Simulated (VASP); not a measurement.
Set up this calculation in VASP 6.6.1, as the native input.

* Task: single point
* Functional: PBE
* Potentials or basis: VASP PAW PBE potentials, release 64 (B, N)
* Cutoff: 520 eV
* k mesh: 12 × 12 × 12
* Occupations: fermi-dirac, width 0.02 eV
* Spin: no spin polarisation
* Dipole correction: no
* Further INCAR settings: ALGO = Normal; EDIFF = 1e-06; NBANDS = 11

The structure of BN lies in POSCAR:

```
BN
1.0
    0.0000000000      1.8790037797      1.8790037797
    1.8790037797      0.0000000000      1.8790037797
    1.8790037797      1.8790037797      0.0000000000
B N
1 1
Direct
    0.0000000000      0.0000000000      0.0000000000
    0.2500000000      0.2500000000      0.2500000000
```

This cell differs from its parent crystal: strain +4.1%.

These files were run (other wordings do the same):

INCAR

```
SYSTEM = BN
PREC     = Accurate       ! precision mode
ENCUT    = 520            ! plane-wave cutoff, eV
EDIFF    = 1E-6           ! SCF threshold, eV
ISMEAR   = -1             ! smearing method
SIGMA    = 0.02           ! smearing width, eV
LREAL    = .FALSE.        ! projectors in reciprocal space
LASPH    = .TRUE.         ! aspherical terms in the spheres
NELM     = 80             ! most SCF steps
ALGO     = Normal         ! electronic algorithm
ISIF     = 2              ! what is computed and relaxed
LWAVE    = .FALSE.        ! write WAVECAR
LCHARG   = .FALSE.        ! write CHGCAR
GGA      = PE             ! functional
NBANDS   = 11             ! bands
```

KPOINTS

```
Automatic mesh
0
G
  12 12 12
  0 0 0
```

Potentials or basis: VASP PAW PBE potentials, release 64 (B, N).

The run is started by

```bash
$ cat potpaw_PBE.64/B/POTCAR potpaw_PBE.64/N/POTCAR > POTCAR
$ mpirun -np 1 vasp_std > vasp.out
```

Results of the run:

```
Pressure               : -33.0 GPa
Band gap on the k mesh : 4.33 eV (least direct gap 8.27 eV)
```

Caveat: the cell differs from its parent crystal (strain +4.1%); the cell stands under tension.

It took 17 s on 1 thread of Intel Xeon 8259CL (shared host), peak memory 0.12 GiB.
